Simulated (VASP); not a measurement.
# N (P6_3/mmc) in VASP: further runs

Runs on N. Level: PBE. Tasks: single point.

Everything below comes from runs of VASP 6.6.1. Logs are shortened: lines on timing, memory, paths and dates and some standing lists are left out, and cuts for length are marked.

## (1) The cell of the first run

The structure is hexagonal, space group P6_3/mmc (No. 194). The conventional cell has a = 2.519 Å, b = 2.519 Å, c = 2.446 Å, α = 90.00°, β = 90.00°, γ = 120.00°. Within 2.5 Å of N (site symmetry -6m2) lie 8 N at 1.90 to 2.45 Å.

## (2) Single point, PBE

Contents of INCAR:

```
PREC = Accurate ; ENCUT = 520
EDIFF = 1E-7 ; ISMEAR = 0
SIGMA = 0.05 ; LREAL = F
LASPH = T ; NELM = 60
ALGO = Normal ; ISIF = 2
LWAVE = F ; LCHARG = F
GGA = PE ; NBANDS = 12
```

Contents of KPOINTS:

```
regular mesh
0
Gamma
  12 12 12
```

Contents of POSCAR:

```
N
1.0
    2.5194737886      0.0000000000      0.0000000000
   -1.2597368943      2.1819283051      0.0000000000
    0.0000000000      0.0000000000      2.4460020000
N
2
Direct
    0.6666666700      0.3333333300      0.2500000000
    0.3333333300      0.6666666700      0.7500000000
```

Potentials or basis: VASP PAW PBE potentials, release 64 (N).

Command:

```bash
$ cat potpaw_PBE.64/N/POTCAR > POTCAR
$ mpirun -np 1 vasp_std > vasp.out
```

OUTCAR:

```text
PREC = Accurate
   ENCUT = 520
   EDIFF = 1E-7
   ISMEAR = 0
   LREAL = F
   LASPH = T
   NELM = 60
   ISIF = 2
   GGA = PE

 ion  position               nearest neighbor table
   1  0.667  0.333  0.250-
   2  0.333  0.667  0.750-

  LATTYP: Found a hexagonal cell.
 ALAT       =     2.5194737886
 C/A-ratio  =     0.9708384390

  Lattice vectors:

 A1 = (   2.5194737886,   0.0000000000,   0.0000000000)
 A2 = (  -1.2597368943,   2.1819283051,   0.0000000000)
 A3 = (   0.0000000000,   0.0000000000,   2.4460020000)

Analysis of symmetry for initial positions (statically):
=====================================================================
 Subroutine PRICEL returns:
 Original cell was already a primitive cell.

 Routine SETGRP: Setting up the symmetry group for a
 hexagonal supercell.

 Subroutine GETGRP returns: Found 24 space group operations
 (whereof 12 operations were pure point group operations)
 out of a pool of 24 trial point group operations.

The static configuration has the point symmetry D_3d.
 The point group associated with its full space group is D_6h.

Analysis of symmetry for dynamics (positions and initial velocities):
=====================================================================
 Subroutine PRICEL returns:
 Original cell was already a primitive cell.

 Routine SETGRP: Setting up the symmetry group for a
 hexagonal supercell.

 Subroutine GETGRP returns: Found 24 space group operations
 (whereof 12 operations were pure point group operations)
 out of a pool of 24 trial point group operations.

The dynamic configuration has the point symmetry D_3d.
 The point group associated with its full space group is D_6h.

 Subroutine INISYM returns: Found 24 space group operations
 (whereof 12 operations are pure point group operations),
 and found     1 'primitive' translations

----------------------------------------------------------------------------------------

                                     Primitive cell

  volume of cell :      13.4464

  direct lattice vectors                    reciprocal lattice vectors
     2.519473789  0.000000000  0.000000000     0.396908277  0.229155100  0.000000000
    -1.259736894  2.181928305  0.000000000     0.000000000  0.458310201  0.000000000
     0.000000000  0.000000000  2.446002000     0.000000000  0.000000000  0.408830410

  length of vectors
     2.519473789  2.519473789  2.446002000     0.458310201  0.458310201  0.408830410

  position of ions in fractional coordinates (direct lattice)
     0.666666670  0.333333330  0.250000000
     0.333333330  0.666666670  0.750000000

  ion indices of the primitive-cell ions
   primitive index   ion index
                 1           1
                 2           2

----------------------------------------------------------------------------------------

 KPOINTS: regular mesh

Automatic generation of k-mesh.
 Grid dimensions read from file:
 generate k-points for:   12   12   12

 Generating k-lattice:

  Cartesian coordinates                     Fractional coordinates (reciprocal lattice)
     0.033075690  0.019096258  0.000000000     0.083333333  0.000000000  0.000000000
     0.000000000  0.038192517  0.000000000     0.000000000  0.083333333  0.000000000
     0.000000000  0.000000000  0.034069201     0.000000000  0.000000000  0.083333333

  Length of vectors
     0.038192517  0.038192517  0.034069201

  Shift w.r.t. Gamma in fractional coordinates (k-lattice)
     0.000000000  0.000000000  0.000000000

 Subroutine IBZKPT returns following result:
 ===========================================

 Found    133 irreducible k-points:

 Following reciprocal coordinates:
            Coordinates               Weight
  0.000000  0.000000  0.000000      1.000000
  0.083333  0.000000  0.000000      6.000000
  0.166667  0.000000  0.000000      6.000000
  0.250000  0.000000  0.000000      6.000000
  0.333333 -0.000000  0.000000      6.000000
  0.416667  0.000000  0.000000      6.000000
[... 16 lines left out ...]
  0.250000  0.000000  0.083333     12.000000
  0.333333 -0.000000  0.083333     12.000000
 [... further k-points ...]
   k-points           NKPTS =    133   k-points in BZ     NKDIM =    133   number of bands    NBANDS=     12
   number of dos      NEDOS =    301   number of ions     NIONS =      2
   total plane-waves  NPLWV =   7200
   dimension x,y,z NGX =    20 NGY =   20 NGZ =   18
   dimension x,y,z NGXF=    40 NGYF=   40 NGZF=   36
   ions per type =               2
   NGX,Y,Z   is equivalent  to a cutoff of  13.20, 13.20, 12.23 a.u.
   NGXF,Y,Z  is equivalent  to a cutoff of  26.39, 26.39, 24.47 a.u.
 SYSTEM =  unknown system
   PREC   = accura    normal or accurate (medium, high low for compatibility)
   ISTART =      0    job   : 0-new  1-cont  2-samecut
   ICHARG =      2    charge: 1-file 2-atom 10-const
   ISPIN  =      1    spin polarized calculation?
   LNONCOLLINEAR =      F non collinear calculations
   LSORBIT =      F    spin-orbit coupling
   LASPH  =      T    aspherical Exc in radial PAW
   ENCUT  =  520.0 eV  38.22 Ry    6.18 a.u.   4.68  4.68  4.55*2*pi/ulx,y,z
   NELM   =     60;   NELMIN=  2; NELMDL= -5     # of ELM steps
   EDIFF  = 0.1E-06   stopping-criterion for ELM
   LREAL  =      F    real-space projection
   EDIFFG = 0.1E-05   stopping-criterion for IOM
   NSW    =      0    number of steps for IOM
   IBRION =     -1    ionic relax: 0-MD 1-quasi-New 2-CG
   NFREE  =      0    steps in history (QN), initial steepest desc. (CG)
   ISIF   =      2    stress and relaxation
   ISYM   =      2    0-nonsym 1-usesym 2-fastsym
   POTIM  = 0.5000    time-step for ionic-motion
   TEBEG  =    0.0;   TEEND  =   0.0 temperature during run
   PSTRESS=    0.0 pullay stress
   NELECT =      10.0000    total number of electrons
   NUPDOWN=      -1.0000    fix difference up-down
   EMIN   =  10.00;   EMAX   =-10.00  energy-range for DOS
   EFERMI =   0.00;   METHOD = LEGACY
   ISMEAR =     0;   SIGMA  =   0.05  broadening in eV -4-tet -1-fermi 0-gaus
   EFERMI_NEDOS =   21; number of points for ismear=-14 and -15
   IALGO  =     38    algorithm
   IMIX   =      4    mixing-type and parameters
     AMIX     =   0.40;   BMIX     =  1.00
     AMIX_MAG =   1.60;   BMIX_MAG =  1.00
  volume/ion in A,a.u.               =       6.72        45.37
  Fermi-wavevector in a.u.,A,eV,Ry     =   1.483221  2.802881 29.932052  2.199944
  Thomas-Fermi vector in A             =   2.596909
   LORBIT       =      0    0 simple, 1 ext, 2 COOP (PROOUT), +10 PAW based schemes
   GGA     = PE    functional components
   LHFCALC =     F    Hartree Fock is set to
   AEXX    =    0.0000 exact exchange contribution
   IVDW    =     0    specifies the selected vdW correction
   LEPSILON=     F    determine dielectric tensor
   LRPA    =     F    only Hartree local field effects (RPA)
 non-spin polarized calculation
 Gauss-broadening in eV      SIGMA  =   0.05
  energy-cutoff  :      520.00
  volume of cell :       13.45
 maximum number of plane-waves:       381
 NGX is ok and might be reduce to    20
   NGX =  9   NGY =  9   NGZ =  9

 number of electron      10.0000001 magnetization

 Free energy of the ion-electron system (eV)
  ---------------------------------------------------
  ext. energy  EPLUGINS =         0.00000000
  ---------------------------------------------------
  free energy    TOTEN  =        -9.40873129 eV

  energy without entropy =       -9.40812378  energy(sigma->0) =       -9.40842754

 E-fermi :   7.0780     XC(G=0): -13.0392

 val. band max:        7.0719267220   @ k =   0.4167   0.0833   0.4167
 cond. band min:       7.1359505205   @ k =   0.0000   0.0000   0.3333
 fundamental gap:      0.0640237984
 Fermi energy:         7.0779563146

 k-point     1 :       0.0000    0.0000    0.0000
  band No.  band energies     occupation
      1     -15.0226      2.00000
      2       1.2809      2.00000
      3       2.2475      2.00000
      4       4.6769      2.00000
      5       4.6769      2.00000
      6       9.8531      0.00000
      7       9.8531      0.00000
      8      13.1769      0.00000
      9      21.6485      0.00000
     10      25.1633      0.00000
     11      32.4384      0.00000
     12      32.4384      0.00000

 k-point     2 :       0.0833    0.0000    0.0000
  band No.  band energies     occupation
      1     -14.8553      2.00000
      2       0.7492      2.00000
      3       2.3841      2.00000
      4       4.4103      2.00000
      5       4.7198      2.00000
      6       9.7869      0.00000
      7      10.1100      0.00000
      8      12.9584      0.00000
      9      22.0553      0.00000
     10      25.0170      0.00000
     11      32.7120      0.00000
     12      32.7349      0.00000

 k-point     3 :       0.1667    0.0000    0.0000
  band No.  band energies     occupation
      1     -14.3576      2.00000
      2      -0.6457      2.00000
      3       2.7861      2.00000
      4       3.7935      2.00000
      5       4.7961      2.00000
      6       9.6464      0.00000
      7      10.6881      0.00000
      8      12.3373      0.00000
      9      22.9575      0.00000
     10      24.7312      0.00000
     11      33.5718      0.00000
     12      33.6209      0.00000
[... 286 lines left out ...]
 k-point    23 :       0.2500    0.0000    0.0833
  band No.  band energies     occupation
      1     -13.4057      2.00000
      2      -2.5412      2.00000
      3       2.2403      2.00000
      4       3.2300      2.00000
      5       5.8615      2.00000
      6       9.2262      0.00000
      7      11.1380      0.00000
      8      11.5455      0.00000
      9      22.9945      0.00000
     10      26.0542      0.00000
     11      34.4677      0.00000
     12      34.7631      0.00000

 k-point    24 :       0.3333   -0.0000    0.0833
  band No.  band energies     occupation
      1     -12.3156      2.00000
      2      -4.4784      2.00000
      3       2.6652      2.00000
      4       2.7645      2.00000
      5       5.9835      2.00000
      6       8.7371      0.00000
      7      10.9975      0.00000
      8      11.5514      0.00000
      9      22.0787      0.00000
     10      28.1561      0.00000
     11      33.6988      0.00000
     12      35.5571      0.00000

 [... further k-points ...]
[... 5 lines left out ...]
  --------------------------------------------------------------------------------------
  -------------------------------------------------------------------------------------
  Total        1.1470237      1.1470237      0.2059246      0.0000000      0.0000000      0.0000000
  in kB      136.6708342    136.6708342     24.5364474      0.0000000      0.0000000      0.0000000
  external PRESSURE =      99.2927053 kB  Pullay stress =       0.0000000 kB

 VOLUME and BASIS-vectors are now :
 -----------------------------------------------------------------------------
  energy-cutoff  :      520.00
  volume of cell :       13.45
      direct lattice vectors                 reciprocal lattice vectors
     2.519473789  0.000000000  0.000000000     0.396908277  0.229155100  0.000000000
    -1.259736894  2.181928305  0.000000000     0.000000000  0.458310201  0.000000000
     0.000000000  0.000000000  2.446002000     0.000000000  0.000000000  0.408830410

 POSITION                                       TOTAL-FORCE (eV/Angst)
 -----------------------------------------------------------------------------------
      1.25974      0.72731      0.61150         0.000000     -0.000000      0.000000
     -0.00000      1.45462      1.83450        -0.000000      0.000000      0.000000
 -----------------------------------------------------------------------------------
    total drift:                               -0.000002      0.000001      0.000000

  FREE ENERGIE OF THE ION-ELECTRON SYSTEM (eV)
  ---------------------------------------------------
  free  energy   TOTEN  =        -9.4087312918 eV

  energy  without entropy=       -9.4081237829  energy(sigma->0) =       -9.40842754
```

Run time: 6.2 s. Hardware: 1 thread of Intel Xeon 6975P-C (Granite Rapids), shared host; peak memory 0.13 GiB.

What came out:

| Item | Value |
| --- | --- |
| Free energy | -9.4087 eV |
| Pressure | 9.9 GPa |
| Band gap on the k mesh | zero (band 5 reaches 8.13 eV, above the bottom of band 6 at 3.18 eV) |

Stress tensor (GPa, compression positive):
```
13.67  0.00  0.00
 0.00 13.67  0.00
 0.00  0.00  2.45
```

Levels at points of the mesh, in eV from the Fermi level:
| k point | band 2 | band 3 | band 4 | band 5 | band 6 | band 7 | band 8 | band 9 |
| --- | --- | --- | --- | --- | --- | --- | --- | --- |
| (0.00, 0.00, 0.00) | -5.80 | -4.83 | -2.40 | -2.40 | 2.78 | 2.78 | 6.10 | 14.57 |
| (0.50, 0.00, 0.00) | -14.53 | -5.03 | -2.30 | -1.54 | 1.67 | 2.67 | 5.03 | 13.64 |
| (0.00, 0.00, 0.50) | -17.16 | 0.53 | 0.53 | 0.53 | 0.53 | 2.02 | 2.02 | 21.68 |
| (0.50, 0.00, 0.50) | -13.37 | -8.63 | -8.63 | -0.82 | -0.82 | 3.99 | 3.99 | 19.30 |

## (3) Single point, PBE

Contents of INCAR:

```
SYSTEM = N
  PREC = Accurate
  ENCUT = 520
  EDIFF = 1E-6
  ISMEAR = 0
  SIGMA = 0.05
  LREAL = .False.
  LASPH = .True.
  NELM = 100
  ALGO = Normal
  ISIF = 2
  LWAVE = .False.
  LCHARG = .False.
  GGA = PE
  NBANDS = 12
```

Contents of KPOINTS:

```
Automatic mesh
0
Gamma
  12 12 12
  0 0 0
```

POSCAR is that of step 2.

Potentials or basis: VASP PAW PBE potentials, release 64 (N).

Command:

```bash
$ cat potpaw_PBE.64/N/POTCAR > POTCAR
$ mpirun -np 1 vasp_std > vasp.out
```

Run time: 6 s. Hardware: 1 thread of Intel Xeon 6975P-C (Granite Rapids), shared host; peak memory 0.12 GiB.

The run converged. Its results:

```
Free energy            : -9.4087 eV
Pressure               : 9.9 GPa
Band gap on the k mesh : zero (band 5 reaches 8.13 eV, above the bottom of band 6 at 3.18 eV)
```

Stress tensor (GPa, compression positive):
```
13.67  0.00  0.00
 0.00 13.67  0.00
 0.00  0.00  2.45
```

Levels at points of the mesh, in eV from the Fermi level:
```csv
k point,band 2,band 3,band 4,band 5,band 6,band 7,band 8,band 9
"(0.00, 0.00, 0.00)",-5.80,-4.83,-2.40,-2.40,2.78,2.78,6.10,14.57
"(0.50, 0.00, 0.00)",-14.53,-5.03,-2.30,-1.54,1.67,2.67,5.03,13.64
"(0.00, 0.00, 0.50)",-17.16,0.53,0.53,0.53,0.53,2.02,2.02,21.68
"(0.50, 0.00, 0.50)",-13.37,-8.63,-8.63,-0.82,-0.82,3.99,3.99,19.30
```

## (4) Single point, PBE

This run uses another cell than the first one, of 7.53 Å³/atom, 1.120 times its volume.

Contents of INCAR:

```
SYSTEM = N
ALGO     = Normal         ! electronic algorithm
EDIFF    = 1E-6           ! SCF threshold, eV
ENCUT    = 520            ! plane-wave cutoff, eV
GGA      = PE             ! functional
ISIF     = 2              ! what is computed and relaxed
ISMEAR   = 0              ! smearing method
LASPH    = .TRUE.         ! aspherical terms in the spheres
LCHARG   = .FALSE.        ! write CHGCAR
LREAL    = .FALSE.        ! projectors in reciprocal space
LWAVE    = .FALSE.        ! write WAVECAR
NBANDS   = 12             ! bands
NELM     = 100            ! most SCF steps
PREC     = Accurate       ! precision mode
SIGMA    = 0.05           ! smearing width, eV
```

Contents of KPOINTS:

```
k-points
0
G
  12 12 12
  0 0 0
```

Contents of POSCAR:

```
N
1.0
    2.6164705574      0.0000000000      0.0000000000
   -1.3082352787      2.2659299710      0.0000000000
    0.0000000000      0.0000000000      2.5401701916
N
2
Direct
    0.6666666700      0.3333333300      0.2500000000
    0.3333333300      0.6666666700      0.7500000000
```

Potentials or basis: VASP PAW PBE potentials, release 64 (N).

Command:

```bash
$ cat potpaw_PBE.64/N/POTCAR > POTCAR
$ mpirun -np 1 vasp_std > vasp.out
```

OUTCAR:

```text
SYSTEM = N
   EDIFF = 1E-6
   ENCUT = 520
   GGA = PE
   ISIF = 2
   ISMEAR = 0
   LASPH = .TRUE.
   LREAL = .FALSE.
   NELM = 100
   PREC = Accurate

 ion  position               nearest neighbor table
   1  0.667  0.333  0.250-
   2  0.333  0.667  0.750-

  LATTYP: Found a hexagonal cell.
 ALAT       =     2.6164705574
 C/A-ratio  =     0.9708384390

  Lattice vectors:

 A1 = (   2.6164705574,   0.0000000000,   0.0000000000)
[... 538 lines left out ...]
      5       4.2758      2.00000
      6       6.8519      0.00000
      7       8.9540      0.00000
      8       9.4150      0.00000
      9      20.1583      0.00000
     10      25.6215      0.00000
     11      30.9006      0.00000
     12      31.7401      0.00000

 [... further k-points ...]
[... 5 lines left out ...]
  --------------------------------------------------------------------------------------
  -------------------------------------------------------------------------------------
  Total       -0.4598684     -0.4598684     -2.3053553      0.0000000      0.0000000      0.0000000
  in kB      -48.9236705    -48.9236705   -245.2580667      0.0000000      0.0000000      0.0000000
  external PRESSURE =    -114.3684693 kB  Pullay stress =       0.0000000 kB

 VOLUME and BASIS-vectors are now :
 -----------------------------------------------------------------------------
  energy-cutoff  :      520.00
  volume of cell :       15.06
      direct lattice vectors                 reciprocal lattice vectors
     2.616470557  0.000000000  0.000000000     0.382194249  0.220659953  0.000000000
    -1.308235279  2.265929971  0.000000000     0.000000000  0.441319905  0.000000000
     0.000000000  0.000000000  2.540170192     0.000000000  0.000000000  0.393674409

 POSITION                                       TOTAL-FORCE (eV/Angst)
 -----------------------------------------------------------------------------------
      1.30824      0.75531      0.63504         0.000000      0.000000      0.000000
     -0.00000      1.51062      1.90513        -0.000000     -0.000000      0.000000
 -----------------------------------------------------------------------------------
    total drift:                               -0.000002      0.000001      0.000000

  FREE ENERGIE OF THE ION-ELECTRON SYSTEM (eV)
  ---------------------------------------------------
  free  energy   TOTEN  =        -9.3956029595 eV

  energy  without entropy=       -9.3948867285  energy(sigma->0) =       -9.39524484
```

OSZICAR:

```text
N       E                     dE             d eps       ncg     rms          rms(c)
DAV:   1     0.236249083073E+02    0.23625E+02   -0.57701E+03  3336   0.802E+02
DAV:   2    -0.857156654694E+01   -0.32196E+02   -0.30712E+02  4144   0.174E+02
DAV:   3    -0.938246061494E+01   -0.81089E+00   -0.80568E+00  3852   0.235E+01
DAV:   4    -0.938428692378E+01   -0.18263E-02   -0.18261E-02  3524   0.123E+00
DAV:   5    -0.938428904274E+01   -0.21190E-05   -0.21187E-05  3872   0.431E-02    0.183E+00
DAV:   6    -0.939037068908E+01   -0.60816E-02   -0.11212E-03  3488   0.343E-01    0.109E+00
DAV:   7    -0.939556963242E+01   -0.51989E-02   -0.31276E-03  3460   0.563E-01    0.713E-02
DAV:   8    -0.939560368028E+01   -0.34048E-04   -0.20321E-04  3936   0.136E-01    0.146E-02
DAV:   9    -0.939560295951E+01    0.72077E-06   -0.22624E-06  3460   0.162E-02
   1 F= -.93956030E+01 E0= -.93952448E+01  d E =-.716231E-03
```

stdout:

```text
POSCAR found type information on POSCAR N
 POSCAR found :  1 types and       2 ions
 scaLAPACK will be used
 LDA part: xc-table for (Slater+PW92), standard interpolation
 POSCAR, INCAR and KPOINTS ok, starting setup
 FFT: planning ... GRIDC
 FFT: planning ... GRID_SOFT
 FFT: planning ... GRID
 WAVECAR not read
 entering main loop
```

Wall time 6 s (1 thread of Intel Xeon 6975P-C (Granite Rapids), shared host); peak memory 0.12 GiB.

What came out:

```yaml
Free_energy: -9.3956 eV
Pressure: -11.4 GPa
Band_gap_on_the_k_mesh: zero (band 5 reaches 6.07 eV, above the bottom of band 6 at 2.22 eV)
```
